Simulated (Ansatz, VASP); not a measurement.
## SnO2: VASP beside Ansatz

```xyz
12
Lattice="4.5563 0.0000 0.0000 0.0000 5.0920 0.0000 0.0000 0.0000 5.0409" Properties=species:S:1:pos:R:3 pbc="T T T"
Sn    2.2781    3.3981    3.7807
Sn    0.0000    4.2399    1.2602
Sn    2.2781    1.6939    1.2602
Sn    0.0000    0.8521    3.7807
O     3.3303    3.0807    0.3916
O     1.0522    4.5572    4.6493
O     3.5041    4.5572    2.9121
O     1.2260    3.0807    2.1288
O     3.3303    2.0113    2.9121
O     1.0522    0.5347    2.1288
O     3.5041    0.5347    0.3916
O     1.2260    2.0113    4.6493
```

Change from the starting cell: volume 9.746 Å^3 an atom, stretch along b over the lengths across it, relative to the relaxed cell 0.9230.

Alike in both runs: task single point; functional LDA; k mesh 6 × 6 × 6; occupations gaussian, width 0.05 eV; no spin polarisation.

|  | VASP | Ansatz |
| --- | --- | --- |
| version | VASP 6.6.1 | Ansatz 0.2.0 |
| potentials or method | VASP PAW LDA potentials, release 64 (Sn_d, O), cutoff 520 eV | scalar-relativistic, plane waves, PAW |
| valence electrons in the cell | 104 | 104 |

```csv
,VASP,Ansatz,Ansatz less VASP
gap on the k mesh at the Fermi level (eV),3.33,3.29,-0.034
least direct gap on the mesh (eV),3.33,3.29,-0.034
rms of the force components (eV/Å),0.513,0.486,-0.0268
```

Ansatz warns that its potentials were made for another functional, while VASP's fit it. LDA's correlation is that of Perdew and Zunger in VASP and of Perdew and Wang (1992) in Ansatz. Atom by atom the forces differ by 0.029 eV/Å (rms over components).
